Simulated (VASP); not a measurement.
# Co2Si (P4/mmm) in VASP: a series of runs

Co2Si is run at these levels: PBE; tasks: single point.

All numbers are computed with VASP 6.6.1; they aren't measurements. Logs are shortened: lines on timing, memory, paths and dates and some standing lists are left out, and cuts for length are marked.

### Step 1. The cell of the first run

It takes space group P4/mmm (No. 123, tetragonal). Conventional cell: a = 2.639 Å, b = 2.639 Å, c = 5.040 Å, α = 90.00°, β = 90.00°, γ = 90.00°. Within 3.0 Å of Co (site symmetry 4mm) lie 6 Co at 2.26 to 2.78 Å and 4 Si at 2.33 Å. Within 3.1 Å of Si (site symmetry 4/mmm) lie 8 Co at 2.33 Å and 4 Si at 2.64 Å.

The cell was built from a structure type or drawn by symmetry, and may not be a known phase.

### Step 2. Single point, PBE, collinear spin, ferromagnetic start

INCAR reads:

```
PREC     = Accurate       # precision mode
ENCUT    = 600            # plane-wave cutoff, eV
EDIFF    = 1E-6           # SCF threshold, eV
ISMEAR   = 0              # smearing method
SIGMA    = 0.1            # smearing width, eV
LREAL    = False          # projectors in reciprocal space
LASPH    = True           # aspherical terms in the spheres
NELM     = 200            # most SCF steps
ALGO     = Normal         # electronic algorithm
ISIF     = 2              # what is computed and relaxed
LWAVE    = False          # write WAVECAR
LCHARG   = True           # write CHGCAR
ISPIN    = 2              # spin polarisation
MAGMOM   = -3 -3 0        # initial moments
LORBIT   = 11             # projections on sites
LMAXMIX  = 4              # l up to which the mixer works
GGA      = PE             # functional
LELF     = True           # ELF
LVHAR    = True         
NBANDS   = 30             # bands
GGA_COMPAT= False
```

KPOINTS reads:

```
regular mesh
0
Gamma
  6 6 4
```

POSCAR reads:

```
Co2Si
1.0
    2.6394191644      0.0000000000      0.0000000000
    0.0000000000      2.6394191644      0.0000000000
    0.0000000000      0.0000000000      5.0395162494
Co Si
2 1
Direct
    0.0000000000      0.0000000000      0.7757232356
    0.0000000000      0.0000000000      0.2242767644
    0.5000000000      0.5000000000      0.5000000000
```

Potentials or basis: VASP PAW PBE potentials, release 64 (Co_sv, Si).

Run with:

```bash
> cat potpaw_PBE.64/Co_sv/POTCAR potpaw_PBE.64/Si/POTCAR > POTCAR
> mpirun -np 1 vasp_std > vasp.out
```

OUTCAR:

```text
PREC = Accurate
   ENCUT = 600
   EDIFF = 1E-6
   ISMEAR = 0
   LREAL = False
   LASPH = True
   NELM = 200
   ISIF = 2
   ISPIN = 2
   LORBIT = 11
   GGA = PE

 ion  position               nearest neighbor table
   1  0.000  0.000  0.776-   2 2.26   3 2.33   3 2.33   3 2.33   3 2.33
   2  0.000  0.000  0.224-   1 2.26   3 2.33   3 2.33   3 2.33   3 2.33
   3  0.500  0.500  0.500-   1 2.33   2 2.33   1 2.33   2 2.33   1 2.33   2 2.33   1 2.33   2 2.33

  LATTYP: Found a simple tetragonal cell.
 ALAT       =     2.6394191644
 C/A-ratio  =     1.9093277481

  Lattice vectors:

 A1 = (   2.6394191644,   0.0000000000,   0.0000000000)
 A2 = (   0.0000000000,   2.6394191644,   0.0000000000)
 A3 = (   0.0000000000,   0.0000000000,   5.0395162494)

Analysis of symmetry for initial positions (statically):
=====================================================================
 Subroutine PRICEL returns:
 Original cell was already a primitive cell.

 Routine SETGRP: Setting up the symmetry group for a
 simple tetragonal supercell.

 Subroutine GETGRP returns: Found 16 space group operations
 (whereof 16 operations were pure point group operations)
 out of a pool of 16 trial point group operations.

The static configuration has the point symmetry D_4h.

Analysis of symmetry for dynamics (positions and initial velocities):
=====================================================================
 Subroutine PRICEL returns:
 Original cell was already a primitive cell.

 Routine SETGRP: Setting up the symmetry group for a
 simple tetragonal supercell.

 Subroutine GETGRP returns: Found 16 space group operations
 (whereof 16 operations were pure point group operations)
 out of a pool of 16 trial point group operations.

The dynamic configuration has the point symmetry D_4h.

Analysis of structural, dynamic, and magnetic symmetry:
=====================================================================
 Subroutine PRICEL returns:
 Original cell was already a primitive cell.

 Routine SETGRP: Setting up the symmetry group for a
 simple tetragonal supercell.

 Subroutine GETGRP returns: Found 16 space group operations
 (whereof 16 operations were pure point group operations)
 out of a pool of 16 trial point group operations.

The overall configuration has the point symmetry D_4h.

 Subroutine INISYM returns: Found 16 space group operations
 (whereof 16 operations are pure point group operations),
 and found     1 'primitive' translations

----------------------------------------------------------------------------------------

                                     Primitive cell

  volume of cell :      35.1080

  direct lattice vectors                    reciprocal lattice vectors
     2.639419164  0.000000000  0.000000000     0.378871236  0.000000000  0.000000000
     0.000000000  2.639419164  0.000000000     0.000000000  0.378871236  0.000000000
     0.000000000  0.000000000  5.039516249     0.000000000  0.000000000  0.198431744

  length of vectors
     2.639419164  2.639419164  5.039516249     0.378871236  0.378871236  0.198431744

  position of ions in fractional coordinates (direct lattice)
     0.000000000  0.000000000  0.775723236
     0.000000000  0.000000000  0.224276764
     0.500000000  0.500000000  0.500000000

  ion indices of the primitive-cell ions
   primitive index   ion index
                 1           1
                 2           2
                 3           3

----------------------------------------------------------------------------------------

 KPOINTS: regular mesh

Automatic generation of k-mesh.
 Grid dimensions read from file:
 generate k-points for:    6    6    4

 Generating k-lattice:

  Cartesian coordinates                     Fractional coordinates (reciprocal lattice)
     0.063145206  0.000000000  0.000000000     0.166666667  0.000000000  0.000000000
     0.000000000  0.063145206  0.000000000     0.000000000  0.166666667  0.000000000
     0.000000000  0.000000000  0.049607936     0.000000000  0.000000000  0.250000000

  Length of vectors
     0.063145206  0.063145206  0.049607936

  Shift w.r.t. Gamma in fractional coordinates (k-lattice)
     0.000000000  0.000000000  0.000000000

 Subroutine IBZKPT returns following result:
 ===========================================

 Found     30 irreducible k-points:

 Following reciprocal coordinates:
            Coordinates               Weight
  0.000000  0.000000  0.000000      1.000000
  0.166667  0.000000  0.000000      4.000000
  0.333333  0.000000  0.000000      4.000000
  0.500000  0.000000  0.000000      2.000000
  0.166667  0.166667  0.000000      4.000000
  0.333333  0.166667  0.000000      8.000000
[... 16 lines left out ...]
  0.333333  0.000000  0.500000      4.000000
  0.500000  0.000000  0.500000      2.000000
 [... further k-points ...]
   k-points           NKPTS =     30   k-points in BZ     NKDIM =     30   number of bands    NBANDS=     30
   number of dos      NEDOS =    301   number of ions     NIONS =      3
   total plane-waves  NPLWV =  23040
   dimension x,y,z NGX =    24 NGY =   24 NGZ =   40
   dimension x,y,z NGXF=    48 NGYF=   48 NGZF=   80
   ions per type =               2   1
   NGX,Y,Z   is equivalent  to a cutoff of  15.12, 15.12, 13.20 a.u.
   NGXF,Y,Z  is equivalent  to a cutoff of  30.23, 30.23, 26.39 a.u.
 SYSTEM =  unknown system
   PREC   = accura    normal or accurate (medium, high low for compatibility)
   ISTART =      0    job   : 0-new  1-cont  2-samecut
   ICHARG =      2    charge: 1-file 2-atom 10-const
   ISPIN  =      2    spin polarized calculation?
   LNONCOLLINEAR =      F non collinear calculations
   LSORBIT =      F    spin-orbit coupling
   LASPH  =      T    aspherical Exc in radial PAW
   ENCUT  =  600.0 eV  44.10 Ry    6.64 a.u.   5.27  5.27 10.07*2*pi/ulx,y,z
   NELM   =    200;   NELMIN=  2; NELMDL= -5     # of ELM steps
   EDIFF  = 0.1E-05   stopping-criterion for ELM
   LREAL  =      F    real-space projection
   EDIFFG = 0.1E-04   stopping-criterion for IOM
   NSW    =      0    number of steps for IOM
   IBRION =     -1    ionic relax: 0-MD 1-quasi-New 2-CG
   NFREE  =      0    steps in history (QN), initial steepest desc. (CG)
   ISIF   =      2    stress and relaxation
   ISYM   =      2    0-nonsym 1-usesym 2-fastsym
   POTIM  = 0.5000    time-step for ionic-motion
   TEBEG  =    0.0;   TEEND  =   0.0 temperature during run
   PSTRESS=    0.0 pullay stress
   NELECT =      38.0000    total number of electrons
   NUPDOWN=      -1.0000    fix difference up-down
   EMIN   =  10.00;   EMAX   =-10.00  energy-range for DOS
   EFERMI =   0.00;   METHOD = LEGACY
   ISMEAR =     0;   SIGMA  =   0.10  broadening in eV -4-tet -1-fermi 0-gaus
   EFERMI_NEDOS =   21; number of points for ismear=-14 and -15
   IALGO  =     38    algorithm
   IMIX   =      4    mixing-type and parameters
     AMIX     =   0.40;   BMIX     =  1.00
     AMIX_MAG =   1.60;   BMIX_MAG =  1.00
  volume/ion in A,a.u.               =      11.70        78.97
  Fermi-wavevector in a.u.,A,eV,Ry     =   1.680870  3.176384 38.440874  2.825325
  Thomas-Fermi vector in A             =   2.764528
   LORBIT       =     11    0 simple, 1 ext, 2 COOP (PROOUT), +10 PAW based schemes
   GGA     = PE    functional components
   LHFCALC =     F    Hartree Fock is set to
   AEXX    =    0.0000 exact exchange contribution
   IVDW    =     0    specifies the selected vdW correction
   LEPSILON=     F    determine dielectric tensor
   LRPA    =     F    only Hartree local field effects (RPA)
 spin polarized calculation
 Gauss-broadening in eV      SIGMA  =   0.10
  energy-cutoff  :      600.00
  volume of cell :       35.11
 maximum number of plane-waves:      1205
 NGX is ok and might be reduce to    24
   NGX = 11   NGY = 11   NGZ = 21

 number of electron      37.9999926 magnetization      -0.6299172

 Free energy of the ion-electron system (eV)
  ---------------------------------------------------
  ext. energy  EPLUGINS =         0.00000000
  ---------------------------------------------------
  free energy    TOTEN  =       -19.78210571 eV

  energy without entropy =      -19.75791794  energy(sigma->0) =      -19.77001183

 E-fermi :  11.0188     XC(G=0): -12.8056

 val. band max:       11.0156485564   @ k =   0.5000   0.1667   0.0000
 cond. band min:      11.0205804346   @ k =   0.0000   0.0000   0.0000
 fundamental gap:      0.0049318782
 Fermi energy:        11.0188020311

 spin component 1

 k-point     1 :       0.0000    0.0000    0.0000
  band No.  band energies     occupation
      1     -83.3227      1.00000
      2     -83.2901      1.00000
      3     -46.8496      1.00000
      4     -46.5941      1.00000
      5     -46.5232      1.00000
      6     -46.5232      1.00000
[... 22 lines left out ...]
     29      28.8546      0.00000
     30      30.0049      0.00000
[... 728 lines left out ...]
  band No.  band energies     occupation
      1     -83.3114      1.00000
      2     -83.2838      1.00000
      3     -46.8079      1.00000
      4     -46.6188      1.00000
      5     -46.6152      1.00000
      6     -46.5975      1.00000
[... 22 lines left out ...]
     29      25.0069      0.00000
     30      28.7956      0.00000

 [... further k-points ...]

 spin component 2

 k-point     1 :       0.0000    0.0000    0.0000
  band No.  band energies     occupation
      1     -83.7187      1.00000
      2     -83.6865      1.00000
      3     -47.2349      1.00000
      4     -46.9832      1.00000
      5     -46.9088      1.00000
      6     -46.9088      1.00000
[... 22 lines left out ...]
     29      28.8155      0.00000
     30      29.9524      0.00000
[... 728 lines left out ...]
  band No.  band energies     occupation
      1     -83.7076      1.00000
      2     -83.6803      1.00000
      3     -47.1941      1.00000
      4     -47.0039      1.00000
      5     -47.0028      1.00000
      6     -46.9819      1.00000
[... 22 lines left out ...]
     29      25.0270      0.00000
     30      28.7606      0.00000

 [... further k-points ...]

------------------------ aborting loop because EDIFF is reached ----------------------------------------

  FORCE on cell =-STRESS in cart. coord.  units (eV):
  Direction    XX          YY          ZZ          XY          YZ          ZX
  --------------------------------------------------------------------------------------
  -------------------------------------------------------------------------------------
  Total       -0.5269919     -0.5269919     -0.5072475      0.0000000      0.0000000     -0.0000000
  in kB      -24.0496603    -24.0496603    -23.1486086      0.0000000      0.0000000     -0.0000000
  external PRESSURE =     -23.7493097 kB  Pullay stress =       0.0000000 kB

 VOLUME and BASIS-vectors are now :
 -----------------------------------------------------------------------------
  energy-cutoff  :      600.00
  volume of cell :       35.11
      direct lattice vectors                 reciprocal lattice vectors
     2.639419164  0.000000000  0.000000000     0.378871236  0.000000000  0.000000000
     0.000000000  2.639419164  0.000000000     0.000000000  0.378871236  0.000000000
     0.000000000  0.000000000  5.039516249     0.000000000  0.000000000  0.198431744

 POSITION                                       TOTAL-FORCE (eV/Angst)
 -----------------------------------------------------------------------------------
      0.00000      0.00000      3.90927         0.000000     -0.000000      0.015342
      0.00000      0.00000      1.13025        -0.000000     -0.000000     -0.015342
      1.31971      1.31971      2.51976         0.000000      0.000000      0.000000
 -----------------------------------------------------------------------------------
    total drift:                               -0.000000      0.000000     -0.000000

  FREE ENERGIE OF THE ION-ELECTRON SYSTEM (eV)
  ---------------------------------------------------
  free  energy   TOTEN  =       -19.7821057128 eV

  energy  without entropy=      -19.7579179429  energy(sigma->0) =      -19.77001183

 total charge

# of ion       s       p       d       tot
------------------------------------------
    1        2.229   6.104   6.844  15.176
    2        2.229   6.104   6.844  15.176
    3        0.718   0.940   0.000   1.658
--------------------------------------------------
tot          5.175  13.148  13.687  32.010

 magnetization (x)

# of ion       s       p       d       tot
------------------------------------------
    1       -0.001  -0.000  -0.332  -0.333
    2       -0.001  -0.000  -0.332  -0.333
    3        0.005   0.017   0.000   0.021
--------------------------------------------------
tot          0.003   0.016  -0.663  -0.645
```

Run time: 71 s. Hardware: 1 thread of AMD EPYC 7R13 (Zen 3), shared host; peak memory 0.18 GiB.

Results:

```yaml
Free_energy: -19.7821 eV
Pressure: -2.4 GPa
Largest_force: 0.015 eV/Å
Net_moment: -0.63 μB per cell
Site_moments: Co -0.33; Si +0.02 μB
Valence_electrons_inside_the_program's_atomic_spheres: Co 15.18; Si 1.66
```

Forces on the atoms (eV/Å):
```
Co   0.000  0.000  0.015
Co   0.000  0.000 -0.015
Si   0.000  0.000  0.000
```

Stress tensor (GPa, compression positive):
```
-2.40  0.00  0.00
 0.00 -2.40  0.00
 0.00  0.00 -2.31
```

Levels at points of the mesh, in eV from the Fermi level:
Spin up:
```tsv
k point	band 17	band 18	band 19	band 20	band 21	band 22
(0.00, 0.00, 0.00)	0.00	0.05	0.05	0.18	1.12	7.09
(0.50, 0.00, 0.00)	-0.69	-0.24	0.20	0.81	1.04	3.18
(0.50, 0.50, 0.00)	-0.22	0.71	0.80	0.88	2.45	2.89
(0.00, 0.00, 0.50)	-0.78	-0.78	0.07	0.11	2.57	7.26
(0.50, 0.00, 0.50)	-0.88	-0.60	-0.37	0.62	1.10	2.55
(0.50, 0.50, 0.50)	0.72	0.78	2.16	2.16	2.68	3.06
```
Spin down:
```tsv
k point	band 15	band 16	band 17	band 18	band 19	band 20	band 21	band 22	band 23	band 24
(0.00, 0.00, 0.00)	-1.76	-1.76	-0.32	-0.32	-0.31	-0.14	0.83	7.08	7.08	8.25
(0.50, 0.00, 0.00)	-1.42	-1.36	-0.98	-0.46	-0.17	0.45	0.82	3.02	4.55	5.82
(0.50, 0.50, 0.00)	-1.28	-0.39	-0.39	0.31	0.40	0.54	2.32	2.78	5.68	5.68
(0.00, 0.00, 0.50)	-1.13	-1.13	-1.10	-1.10	-0.24	-0.21	2.53	7.12	7.68	7.68
(0.50, 0.00, 0.50)	-1.88	-1.18	-1.16	-0.96	-0.72	0.31	0.74	2.30	8.02	8.34
(0.50, 0.50, 0.50)	-1.99	-1.60	0.33	0.38	1.89	1.89	2.52	3.04	3.04	3.26
```

Caveat: the k points lie up to 0.40 Å⁻¹ apart.

### Step 3. Single point, PBE, collinear spin, ferromagnetic start

This run uses another cell than the first one, of 12.92 Å³/atom.

INCAR reads:

```
SYSTEM = Co2Si
PREC = Accurate
ENCUT = 600
EDIFF = 1E-6
ISMEAR = 0
SIGMA = 0.1
LREAL = .False.
LASPH = .True.
NELM = 200
ALGO = Normal
ISIF = 2
LWAVE = .False.
LCHARG = .False.
ISPIN = 2
MAGMOM = -3 -3 0
LORBIT = 11
LMAXMIX = 4
GGA = PE
NBANDS = 30
GGA_COMPAT = .False.
```

KPOINTS reads:

```
Automatic mesh
0
Gamma
  6 6 4
  0 0 0
```

POSCAR reads:

```
Co2Si
1.0
    3.0139825800      0.0000000000      0.0000000000
    0.0000000000      3.0139825800      0.0000000000
    0.0000000000      0.0000000000      4.2663204300
Co Si
2 1
Direct
    0.0000000000      0.0000000000      0.7866233900
    0.0000000000      0.0000000000      0.2133766100
    0.5000000000      0.5000000000      0.5000000000
```

Potentials or basis: VASP PAW PBE potentials, release 64 (Co_sv, Si).

Run with:

```bash
> cat potpaw_PBE.64/Co_sv/POTCAR potpaw_PBE.64/Si/POTCAR > POTCAR
> mpirun -np 1 vasp_std > vasp.out
```

It took 54 s on 1 thread of Intel Xeon Platinum 8488C (Sapphire Rapids), shared host; peak memory 0.2 GiB.

Results (log left out):

| Item | Value |
| --- | --- |
| Free energy | -17.7566 eV |
| Pressure | 2.7 GPa |
| Largest force | 7.009 eV/Å |
| Net moment | -1.58 μB per cell |
| Site moments | Co -0.83; Si +0.05 μB |
| Valence electrons inside the program's atomic spheres | Co 15.25; Si 1.56 |

Forces on the atoms (eV/Å):
```
Co   0.000  0.000 -7.009
Co   0.000  0.000  7.009
Si   0.000  0.000  0.000
```

Stress tensor (GPa, compression positive):
```
-23.44   0.00   0.00
  0.00 -23.44   0.00
  0.00   0.00  54.97
```

Levels at points of the mesh, in eV from the Fermi level:
Spin up:
```tsv
k point	band 15	band 16	band 17	band 18	band 19	band 20	band 21	band 22
(0.00, 0.00, 0.00)	-1.37	-1.05	-1.02	-0.25	0.71	0.71	2.99	3.30
(0.50, 0.00, 0.00)	-1.32	-1.17	-0.73	-0.50	0.75	0.78	1.65	2.73
(0.50, 0.50, 0.00)	-2.28	-0.27	0.30	0.30	0.33	1.08	1.16	1.23
(0.00, 0.00, 0.50)	-1.82	-1.29	-1.14	-1.14	-0.85	-0.47	5.15	5.15
(0.50, 0.00, 0.50)	-2.10	-1.51	-1.37	-0.97	-0.52	0.43	0.86	0.89
(0.50, 0.50, 0.50)	-2.66	-1.31	-0.19	0.24	1.56	1.96	1.98	1.98
```
Spin down:
```
           k point  band 18  band 19  band 20  band 21  band 22  band 23
(0.00, 0.00, 0.00)    -0.85    -0.38    -0.38     2.31     3.30     3.30
(0.50, 0.00, 0.00)    -1.28    -0.33    -0.11     1.04     2.64     5.67
(0.50, 0.50, 0.00)    -0.71    -0.64     0.36     0.71     0.81     4.90
(0.00, 0.00, 0.50)    -1.93    -1.42    -1.06     4.91     4.91     6.22
(0.50, 0.00, 0.50)    -1.72    -1.48    -0.45    -0.04     0.28     6.95
(0.50, 0.50, 0.50)    -0.72     1.11     1.49     1.55     1.55     1.91
```

Caveat: the k points lie up to 0.37 Å⁻¹ apart; atoms lie so close that the PAW spheres overlap strongly, which falsifies energies and pressures; forces of over 1 eV/Å act on the atoms, so gaps and moduli don't describe the material at rest.
